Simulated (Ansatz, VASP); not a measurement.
WS2: VASP beside Ansatz

```
CELL_PARAMETERS angstrom
3.19449 0.00000 0.00000
-1.59724 2.76651 0.00000
0.00000 0.00000 19.44227
ATOMIC_POSITIONS crystal
W 0.66667 0.33333 0.33266
W 0.33333 0.66667 0.66599
W 0.00000 0.00000 0.99933
S 0.33333 0.66667 0.25291
S 0.66667 0.33333 0.07906
S 0.00000 0.00000 0.58624
S 0.33333 0.66667 0.41240
S 0.66667 0.33333 0.91958
S 0.00000 0.00000 0.74573
```

Alike in both runs: task single point; functional PBEsol; k mesh 12 × 12 × 2; occupations gaussian, width 0.02 eV; no spin polarisation.

|  | VASP | Ansatz |
| --- | --- | --- |
| version | VASP 6.6.1 | Ansatz 0.2.0 |
| potentials or method | VASP PAW PBE potentials, release 64 (W_sv, S), cutoff 520 eV | scalar-relativistic, plane waves, PAW |
| valence electrons in the cell | 78 | 78 |

|  | VASP | Ansatz | Ansatz less VASP |
| --- | --- | --- | --- |
| gap on the k mesh at the Fermi level (eV) | 1.13 | 1.11 | -0.017 |
| least direct gap on the mesh (eV) | 1.73 | 1.72 | -0.004 |
| pressure (GPa) | -2.7 | -2.8 | -0.10 |
| traceless stress, the component that is largest in VASP (GPa) | 2.58 | 2.56 | -0.018 |
| rms of the force components (eV/Å) | 0.010 | 0.000 | -0.0096 |

VASP's potentials were made for PBE, not for PBEsol. Atom by atom the forces differ by 0.010 eV/Å (rms over components).

Neither program's run includes spin-orbit coupling.
